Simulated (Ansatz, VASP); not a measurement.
## One calculation of Ni, two programs

File INCAR:

```
SYSTEM = Ni
PREC     = Accurate       ! precision mode
ENCUT    = 520            ! plane-wave cutoff, eV
EDIFF    = 1E-6           ! SCF threshold, eV
ISMEAR   = -1             ! smearing method
SIGMA    = 0.1            ! smearing width, eV
LREAL    = .FALSE.        ! projectors in reciprocal space
LASPH    = .TRUE.         ! aspherical terms in the spheres
NELM     = 150            ! most SCF steps
ALGO     = Normal         ! electronic algorithm
ISIF     = 2              ! what is computed and relaxed
LWAVE    = .FALSE.        ! write WAVECAR
LCHARG   = .FALSE.        ! write CHGCAR
ISPIN    = 2              ! spin polarisation
MAGMOM   = 2 2            ! initial moments
LORBIT   = 11             ! projections on sites
LMAXMIX  = 4              ! l up to which the mixer works
GGA      = CA             ! functional
NBANDS   = 21             ! bands
```

File KPOINTS:

```
Automatic mesh
0
G
  13 13 7
  0 0 0
```

The input POSCAR:

```
Ni
1.0
    2.4480230000      0.0000000000      0.0000000000
   -1.2240115000      2.1200501070      0.0000000000
    0.0000000000      0.0000000000      4.0728080000
Ni
2
Direct
    0.3333333333      0.6666666667      0.2500000000
    0.6666666667      0.3333333333      0.7500000000
```

Input for Ansatz:

```yaml
crystal:
  lattice:
    a: 2.448023
    b: 2.448023
    c: 4.072808
    alpha: 90.0
    beta: 90.0
    gamma: 120.0
  space_group: 194
  atoms:
    - { symbol: Ni, position: [0.3333333333333333, 0.6666666666666666, 0.25] }
basis:
  ecutwfc: 571.4391111657479
kpoints:
  mp_grid:
    grid: [13, 13, 7]
hamiltonian:
  xc: lda
magnetization:
  spin_polarized: true
  per_species:
    Ni: 2.0
scf:
  occupations:
    method: fermi_dirac
    width: 0.1
output:
  forces: true
  stress: true
```

Alike in both runs: task single point; functional LDA; k mesh 13 × 13 × 7; occupations fermi-dirac, width 0.1 eV; collinear spin.

|  | VASP | Ansatz |
| --- | --- | --- |
| version | VASP 6.6.1 | Ansatz 0.2.0 |
| potentials or method | VASP PAW LDA potentials, release 64 (Ni), cutoff 520 eV | plane waves, PAW |
| valence electrons in the cell | 20 | 36 |

|  | VASP | Ansatz | Ansatz less VASP |
| --- | --- | --- | --- |
| pressure (GPa) | -10.6 | -10.6 | -0.02 |
| traceless stress, the component that is largest in VASP (GPa) | -2.31 | -2.27 | +0.045 |
| net moment per atom (μB) | 0.58 | 0.60 | +0.022 |
| size of the moment on the site where the two differ most (μB) | 0.58 | 0.63 | +0.046 |

LDA's correlation is that of Perdew and Zunger in VASP and of Perdew and Wang (1992) in Ansatz. Site moments also hang on the region over which each program counts them. VASP's potentials hold 20 valence electrons a cell and Ansatz's 36, so a difference there can come from the potentials and not from the codes.
